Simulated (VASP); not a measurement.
# TiSi (Cmmm) in VASP: further runs

TiSi is run at these levels: r2SCAN; tasks: single point.

All numbers are computed with VASP 6.6.1; they aren't measurements. Logs are shortened: lines on timing, memory, paths and dates and some standing lists are left out, and cuts for length are marked.

### Step 1. The cell of the first run

The structure is orthorhombic, space group Cmmm (No. 65). Conventional cell: a = 3.523 Å, b = 4.108 Å, c = 3.690 Å, α = 90.00°, β = 90.00°, γ = 90.00°. Within 3.4 Å of Ti (site symmetry mmm) lie 8 Si at 2.55 to 2.76 Å and 4 Ti at 2.71 Å. Within 3.4 Å of Si (site symmetry mmm) lie 8 Ti at 2.55 to 2.76 Å and 4 Si at 2.71 Å.

### Step 2. Single point, r2SCAN (strain -0.030 along x and y, -0.030 along z)

Contents of POSCAR:

```
TiSi
1.0
    1.7616926600     -2.0540952800      0.0000000000
    1.7616926600      2.0540952800      0.0000000000
    0.0000000000      0.0000000000      3.6898159800
Ti Si
1 1
Direct
    0.5000000000      0.5000000000      0.0000000000
    0.0000000000      0.0000000000      0.5000000000
```

Contents of INCAR.step1:

```
SYSTEM = TiSi
ALGO     = Normal         ! electronic algorithm
EDIFF    = 1E-4           ! SCF threshold, eV
ENCUT    = 520            ! plane-wave cutoff, eV
GGA      = PE             ! functional
ISMEAR   = 0              ! smearing method
LASPH    = .True.         ! aspherical terms in the spheres
LCHARG   = .False.        ! write CHGCAR
LREAL    = .False.        ! projectors in reciprocal space
LWAVE    = .True.         ! write WAVECAR
NBANDS   = 15             ! bands
NELM     = 60             ! most SCF steps
PREC     = Accurate       ! precision mode
SIGMA    = 0.15           ! smearing width, eV
```

Contents of INCAR.step2:

```
SYSTEM = TiSi
ALGO     = Normal         ! electronic algorithm
EDIFF    = 1E-7           ! SCF threshold, eV
ENCUT    = 520            ! plane-wave cutoff, eV
ISIF     = 2              ! what is computed and relaxed
ISMEAR   = 0              ! smearing method
ISTART   = 1            
LASPH    = .True.         ! aspherical terms in the spheres
LCHARG   = .False.        ! write CHGCAR
LMIXTAU  = .True.       
LREAL    = .False.        ! projectors in reciprocal space
LWAVE    = .False.        ! write WAVECAR
METAGGA  = R2SCAN         ! meta-GGA
NBANDS   = 15             ! bands
NELM     = 60             ! most SCF steps
PREC     = Accurate       ! precision mode
SIGMA    = 0.15           ! smearing width, eV
```

Contents of KPOINTS:

```
k-points
0
Gamma
  18 18 12
  0 0 0
```

Potentials or basis: VASP PAW PBE potentials, release 64 (Ti_sv, Si).

On the command line:

```sh
$ cat potpaw_PBE.64/Ti_sv/POTCAR potpaw_PBE.64/Si/POTCAR > POTCAR
$ cp INCAR.step1 INCAR
$ mpirun -np 1 vasp_std > vasp.out
$ cp INCAR.step2 INCAR
$ mpirun -np 1 vasp_std > vasp.out
```

OUTCAR:

```text
SYSTEM = TiSi
   EDIFF = 1E-7
   ENCUT = 520
   ISIF = 2
   ISMEAR = 0
   ISTART = 1
   LASPH = .True.
   LREAL = .False.
   METAGGA = R2SCAN
   NELM = 60
   PREC = Accurate

 ion  position               nearest neighbor table
   1  0.500  0.500  0.000-   2 2.55   2 2.55   2 2.55   2 2.55   2 2.76   2 2.76   2 2.76   2 2.76

   2  0.000  0.000  0.500-   1 2.55   1 2.55   1 2.55   1 2.55   1 2.76   1 2.76   1 2.76   1 2.76

  LATTYP: Found a base centered orthorhombic cell.
 ALAT       =     3.5233853200
 B/A-ratio  =     1.1659782246
 C/A-ratio  =     1.0472360088

  Lattice vectors:

 A1 = (   1.7616926600,  -2.0540952800,   0.0000000000)
 A2 = (   1.7616926600,   2.0540952800,   0.0000000000)
 A3 = (   0.0000000000,   0.0000000000,   3.6898159800)

Analysis of symmetry for initial positions (statically):
=====================================================================
 Subroutine PRICEL returns:
 Original cell was already a primitive cell.

 Routine SETGRP: Setting up the symmetry group for a
 base centered orthorhombic supercell.

 Subroutine GETGRP returns: Found  8 space group operations
 (whereof  8 operations were pure point group operations)
 out of a pool of  8 trial point group operations.

The static configuration has the point symmetry D_2h.

Analysis of symmetry for dynamics (positions and initial velocities):
=====================================================================
 Subroutine PRICEL returns:
 Original cell was already a primitive cell.

 Routine SETGRP: Setting up the symmetry group for a
 base centered orthorhombic supercell.

 Subroutine GETGRP returns: Found  8 space group operations
 (whereof  8 operations were pure point group operations)
 out of a pool of  8 trial point group operations.

The dynamic configuration has the point symmetry D_2h.

 Subroutine INISYM returns: Found  8 space group operations
 (whereof  8 operations are pure point group operations),
 and found     1 'primitive' translations

----------------------------------------------------------------------------------------

                                     Primitive cell

  volume of cell :      26.7046

  direct lattice vectors                    reciprocal lattice vectors
     1.761692660 -2.054095280  0.000000000     0.283817950 -0.243416167  0.000000000
     1.761692660  2.054095280  0.000000000     0.283817950  0.243416167  0.000000000
     0.000000000  0.000000000  3.689815980     0.000000000  0.000000000  0.271016226

  length of vectors
     2.706079904  2.706079904  3.689815980     0.373903810  0.373903810  0.271016226

  position of ions in fractional coordinates (direct lattice)
     0.500000000  0.500000000  0.000000000
     0.000000000  0.000000000  0.500000000

  ion indices of the primitive-cell ions
   primitive index   ion index
                 1           1
                 2           2

----------------------------------------------------------------------------------------

 KPOINTS: k-points

Automatic generation of k-mesh.
 Grid dimensions read from file:
 generate k-points for:   18   18   12

 Generating k-lattice:

  Cartesian coordinates                     Fractional coordinates (reciprocal lattice)
     0.015767664 -0.013523120  0.000000000     0.055555556  0.000000000  0.000000000
     0.015767664  0.013523120  0.000000000     0.000000000  0.055555556  0.000000000
     0.000000000  0.000000000  0.022584685     0.000000000  0.000000000  0.083333333

  Length of vectors
     0.020772434  0.020772434  0.022584685

  Shift w.r.t. Gamma in fractional coordinates (k-lattice)
     0.000000000  0.000000000  0.000000000

 Subroutine IBZKPT returns following result:
 ===========================================

 Found    637 irreducible k-points:

 Following reciprocal coordinates:
            Coordinates               Weight
  0.000000  0.000000  0.000000      1.000000
  0.055556 -0.000000  0.000000      4.000000
  0.111111 -0.000000  0.000000      4.000000
  0.166667 -0.000000  0.000000      4.000000
  0.222222  0.000000  0.000000      4.000000
  0.277778 -0.000000  0.000000      4.000000
[... 16 lines left out ...]
 -0.277778  0.055556  0.000000      4.000000
 -0.222222  0.055556  0.000000      4.000000
 [... further k-points ...]
   k-points           NKPTS =    637   k-points in BZ     NKDIM =    637   number of bands    NBANDS=     15
   number of dos      NEDOS =    301   number of ions     NIONS =      2
   total plane-waves  NPLWV =  11200
   dimension x,y,z NGX =    20 NGY =   20 NGZ =   28
   dimension x,y,z NGXF=    40 NGYF=   40 NGZF=   56
   ions per type =               1   1
   NGX,Y,Z   is equivalent  to a cutoff of  12.29, 12.29, 12.62 a.u.
   NGXF,Y,Z  is equivalent  to a cutoff of  24.57, 24.57, 25.23 a.u.
 SYSTEM =  TiSi
   PREC   = accura    normal or accurate (medium, high low for compatibility)
   ISTART =      1    job   : 0-new  1-cont  2-samecut
   ICHARG =      0    charge: 1-file 2-atom 10-const
   ISPIN  =      1    spin polarized calculation?
   LNONCOLLINEAR =      F non collinear calculations
   LSORBIT =      F    spin-orbit coupling
   LASPH  =      T    aspherical Exc in radial PAW
   ENCUT  =  520.0 eV  38.22 Ry    6.18 a.u.   5.03  5.03  6.86*2*pi/ulx,y,z
   NELM   =     60;   NELMIN=  2; NELMDL=  0     # of ELM steps
   EDIFF  = 0.1E-06   stopping-criterion for ELM
   LREAL  =      F    real-space projection
   EDIFFG = 0.1E-05   stopping-criterion for IOM
   NSW    =      0    number of steps for IOM
   IBRION =     -1    ionic relax: 0-MD 1-quasi-New 2-CG
   NFREE  =      0    steps in history (QN), initial steepest desc. (CG)
   ISIF   =      2    stress and relaxation
   ISYM   =      2    0-nonsym 1-usesym 2-fastsym
   POTIM  = 0.5000    time-step for ionic-motion
   TEBEG  =    0.0;   TEEND  =   0.0 temperature during run
   PSTRESS=    0.0 pullay stress
   NELECT =      16.0000    total number of electrons
   NUPDOWN=      -1.0000    fix difference up-down
   EMIN   =  10.00;   EMAX   =-10.00  energy-range for DOS
   EFERMI =   0.00;   METHOD = LEGACY
   ISMEAR =     0;   SIGMA  =   0.15  broadening in eV -4-tet -1-fermi 0-gaus
   EFERMI_NEDOS =   21; number of points for ismear=-14 and -15
   IALGO  =     38    algorithm
   IMIX   =      4    mixing-type and parameters
     AMIX     =   0.40;   BMIX     =  1.00
     AMIX_MAG =   1.60;   BMIX_MAG =  1.00
  volume/ion in A,a.u.               =      13.35        90.11
  Fermi-wavevector in a.u.,A,eV,Ry     =   1.380129  2.608066 25.915779  1.904756
  Thomas-Fermi vector in A             =   2.505035
   LORBIT       =      0    0 simple, 1 ext, 2 COOP (PROOUT), +10 PAW based schemes
   METAGGA = R2SCAN    functional components
   LHFCALC =     F    Hartree Fock is set to
   AEXX    =    0.0000 exact exchange contribution
   IVDW    =     0    specifies the selected vdW correction
   LEPSILON=     F    determine dielectric tensor
   LRPA    =     F    only Hartree local field effects (RPA)
 non-spin polarized calculation
 Gauss-broadening in eV      SIGMA  =   0.15
  energy-cutoff  :      520.00
  volume of cell :       26.70
 maximum number of plane-waves:       744
   NGX = 11   NGY = 11   NGZ = 13

 number of electron      15.9999997 magnetization

 Free energy of the ion-electron system (eV)
  ---------------------------------------------------
  ext. energy  EPLUGINS =         0.00000000
  ---------------------------------------------------
  free energy    TOTEN  =       -22.69575289 eV

  energy without entropy =      -22.68472398  energy(sigma->0) =      -22.69023843

 E-fermi :  11.3385     XC(G=0): -13.0563

 val. band max:       11.3305815093   @ k =  -0.3889   0.3333   0.0000
 cond. band min:      11.3389520246   @ k =  -0.3889   0.2222   0.2500
 fundamental gap:      0.0083705153
 Fermi energy:        11.3385448476

 k-point     1 :       0.0000    0.0000    0.0000
  band No.  band energies     occupation
      1     -47.5150      2.00000
      2     -22.9245      2.00000
      3     -22.3914      2.00000
      4     -22.2581      2.00000
      5      -1.6825      2.00000
      6       8.5223      2.00000
      7       9.4632      2.00000
      8       9.8744      2.00000
      9      13.3087      0.00000
     10      14.2054      0.00000
     11      14.9201      0.00000
     12      17.4019      0.00000
     13      18.2357      0.00000
     14      18.9091      0.00000
     15      20.3968      0.00000

 k-point     2 :       0.0556   -0.0000    0.0000
  band No.  band energies     occupation
      1     -47.5118      2.00000
      2     -22.9213      2.00000
      3     -22.4032      2.00000
      4     -22.2692      2.00000
      5      -1.6117      2.00000
      6       8.5780      2.00000
      7       9.4092      2.00000
      8       9.8785      2.00000
      9      13.3764      0.00000
     10      14.2142      0.00000
     11      14.8237      0.00000
     12      16.9757      0.00000
     13      18.0653      0.00000
     14      18.9033      0.00000
     15      20.9749      0.00000

 k-point     3 :       0.1111   -0.0000    0.0000
  band No.  band energies     occupation
      1     -47.5027      2.00000
      2     -22.9122      2.00000
      3     -22.4497      2.00000
      4     -22.2883      2.00000
      5      -1.4006      2.00000
      6       8.7311      2.00000
      7       9.2598      2.00000
      8       9.8607      2.00000
      9      13.5596      0.00000
     10      14.2522      0.00000
     11      14.5808      0.00000
     12      15.8896      0.00000
     13      18.2119      0.00000
     14      18.8654      0.00000
     15      21.8528      0.00000
[... 343 lines left out ...]
 k-point    23 :      -0.2778    0.0556    0.0000
  band No.  band energies     occupation
      1     -47.4509      2.00000
      2     -22.8610      2.00000
      3     -22.7850      2.00000
      4     -22.3090      2.00000
      5      -0.0112      2.00000
      6       8.3170      2.00000
      7       8.6686      2.00000
      8       9.8941      2.00000
      9      13.3544      0.00000
     10      13.6724      0.00000
     11      14.2886      0.00000
     12      15.3182      0.00000
     13      18.4534      0.00000
     14      19.9300      0.00000
     15      23.1210      0.00000

 k-point    24 :      -0.2222    0.0556    0.0000
  band No.  band energies     occupation
      1     -47.4692      2.00000
      2     -22.8793      2.00000
      3     -22.6529      2.00000
      4     -22.3157      2.00000
      5      -0.5931      2.00000
      6       8.9167      2.00000
      7       8.9619      2.00000
      8       9.7588      2.00000
      9      13.4860      0.00000
     10      13.6241      0.00000
     11      14.3487      0.00000
     12      14.9781      0.00000
     13      18.6747      0.00000
     14      19.3147      0.00000
     15      22.9491      0.00000

 [... further k-points ...]
[... 5 lines left out ...]
  --------------------------------------------------------------------------------------
  -------------------------------------------------------------------------------------
  Total        2.4003897      1.6825706      2.7192491      0.0000000      0.0000000      0.0000000
  in kB      144.0147278    100.9481709    163.1451426      0.0000000      0.0000000      0.0000000
  external PRESSURE =     136.0360138 kB  Pullay stress =       0.0000000 kB

 VOLUME and BASIS-vectors are now :
 -----------------------------------------------------------------------------
  energy-cutoff  :      520.00
  volume of cell :       26.70
      direct lattice vectors                 reciprocal lattice vectors
     1.761692660 -2.054095280  0.000000000     0.283817950 -0.243416167  0.000000000
     1.761692660  2.054095280  0.000000000     0.283817950  0.243416167  0.000000000
     0.000000000  0.000000000  3.689815980     0.000000000  0.000000000  0.271016226

 POSITION                                       TOTAL-FORCE (eV/Angst)
 -----------------------------------------------------------------------------------
      1.76169      0.00000      0.00000         0.000000     -0.000000      0.000000
      0.00000      0.00000      1.84491         0.000000      0.000000      0.000000
 -----------------------------------------------------------------------------------
    total drift:                                0.000000      0.000000     -0.000000

  FREE ENERGIE OF THE ION-ELECTRON SYSTEM (eV)
  ---------------------------------------------------
  free  energy   TOTEN  =       -22.6957528893 eV

  energy  without entropy=      -22.6847239786  energy(sigma->0) =      -22.69023843
```

Run time: 6.1 min. Hardware: 1 thread of Intel Xeon 6975P-C (Granite Rapids), shared host; peak memory 0.35 GiB.

What came out:

* Free energy: -22.6958 eV
* Pressure: 13.6 GPa
* Band gap on the k mesh: zero (band 8 reaches 12.27 eV, above the bottom of band 9 at 10.20 eV)

Caveat: the cell differs from its parent crystal (strain -0.030 along x and y, -0.030 along z); the PAW data sets were made with another functional, which shifts forces and pressure a little.

### Step 3. Single point, r2SCAN (strain -0.030 along x and y, -0.015 along z)

Changes to POSCAR since step 2:

```diff
@@ -4,3 +4,3 @@
     1.7616926600      2.0540952800      0.0000000000
-    0.0000000000      0.0000000000      3.6898159800
+    0.0000000000      0.0000000000      3.7468749900
 Ti Si
```

Contents of INCAR.step1:

```
ALGO = Normal
EDIFF = 1E-4
ENCUT = 520
GGA = PE
ISMEAR = 0
LASPH = T
LCHARG = F
LREAL = F
LWAVE = T
NBANDS = 15
NELM = 60
PREC = Accurate
SIGMA = 0.15
```

Contents of INCAR.step2:

```
ALGO = Normal
EDIFF = 1E-6
ENCUT = 520
ISIF = 2
ISMEAR = 0
ISTART = 1
LASPH = T
LCHARG = F
LMIXTAU = T
LREAL = F
LWAVE = F
METAGGA = R2SCAN
NBANDS = 15
NELM = 60
PREC = Accurate
SIGMA = 0.15
```

Contents of KPOINTS:

```
k-points
0
Gamma
  18 18 12
```

Potentials or basis: VASP PAW PBE potentials, release 64 (Ti_sv, Si).

On the command line:

```sh
$ cat potpaw_PBE.64/Ti_sv/POTCAR potpaw_PBE.64/Si/POTCAR > POTCAR
$ cp INCAR.step1 INCAR
$ mpirun -np 1 vasp_std > vasp.out
$ cp INCAR.step2 INCAR
$ mpirun -np 1 vasp_std > vasp.out
```

Wall time 5.7 min (1 thread of Intel Xeon 6975P-C (Granite Rapids), shared host); peak memory 0.35 GiB.

It converged, with:

```yaml
Free_energy: -22.7312 eV
Pressure: 10.3 GPa
Band_gap_on_the_k_mesh: zero (band 8 reaches 12.06 eV, above the bottom of band 9 at 10.08 eV)
```

Stress tensor (GPa, compression positive):
```
11.88  0.00  0.00
 0.00  8.11  0.00
 0.00  0.00 10.99
```

Levels at points of the mesh, in eV from the Fermi level:
```tsv
k point	band 5	band 6	band 7	band 8	band 9	band 10	band 11	band 12
(0.00, 0.00, 0.00)	-12.97	-2.82	-2.08	-1.43	1.98	2.84	3.58	6.11
(0.50, 0.00, 0.00)	-8.18	-7.19	-3.36	-1.00	2.17	2.82	4.87	5.08
(0.50, 0.50, 0.00)	-6.17	-4.29	-1.72	-1.49	-1.05	-0.42	3.44	3.76
(0.00, 0.00, 0.50)	-11.48	-7.21	-1.09	0.58	0.87	2.12	3.68	7.28
(0.50, 0.00, 0.50)	-8.64	-5.58	-2.92	-1.96	1.58	2.27	2.33	3.90
(0.50, 0.50, 0.50)	-5.56	-4.32	-3.82	-2.83	2.53	2.65	2.83	4.61
```

Caveat: the cell differs from its parent crystal (strain -0.030 along x and y, -0.015 along z); the PAW data sets were made with another functional, which shifts forces and pressure a little.

(Part 1 of 2 ends here.)
